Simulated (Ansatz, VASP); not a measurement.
# One calculation of CoO, two programs

```xyz
2
Lattice="0.0000 2.1315 2.1315 2.1315 0.0000 2.1315 2.1315 2.1315 0.0000" Properties=species:S:1:pos:R:3 pbc="T T T"
Co    0.0000    0.0000    0.0000
O     2.1315    2.1315    2.1315
```

Alike in both runs: task relaxation of cell and atoms; functional PBEsol; dispersion D3(BJ); k mesh 11 × 11 × 11; occupations fermi-dirac, width 0.05 eV; collinear spin.

|  | VASP | Ansatz |
| --- | --- | --- |
| version | VASP 6.6.1 | Ansatz 0.2.0 |
| potentials or method | VASP PAW PBE potentials, release 64 (Co, O) | Ansatz PAW |
| plane-wave cutoff (eV) | 600 | 420 |
| valence electrons in the cell | 15 | 23 |

VASP gave:

| Item | Value |
| --- | --- |
| gap on the k mesh at the Fermi level, each at its own relaxed structure (eV) | none |
| net moment per atom (μB) | 1.23 |
| size of the moment on the site where the two differ most (μB) | 2.21 |
| relaxed volume (Å³/atom) | 8.76 |
| relaxed cell length with the largest relative difference (Å) | 2.915 |

Q: What did Ansatz give for the same quantities?

A: gap on the k mesh at the Fermi level, each at its own relaxed structure (eV): none; net moment per atom (μB): 1.47; size of the moment on the site where the two differ most (μB): 2.49; relaxed volume (Å³/atom): 9.61; relaxed cell length with the largest relative difference (Å): 3.007.

The net moments are unlike, so the other rows may belong to different states. VASP's potentials were made for PBE, not for PBEsol. Site moments also hang on the region over which each program counts them. A gap of «none» marks a metal or a gap that the smearing closes. VASP's potentials hold 15 valence electrons a cell and Ansatz's 23, so a difference there can come from the potentials and not from the codes.

Noted on Ansatz's run: the plane-wave basis is chosen anew once the cell has moved, so the energies of steps on either side of that aren't comparable.
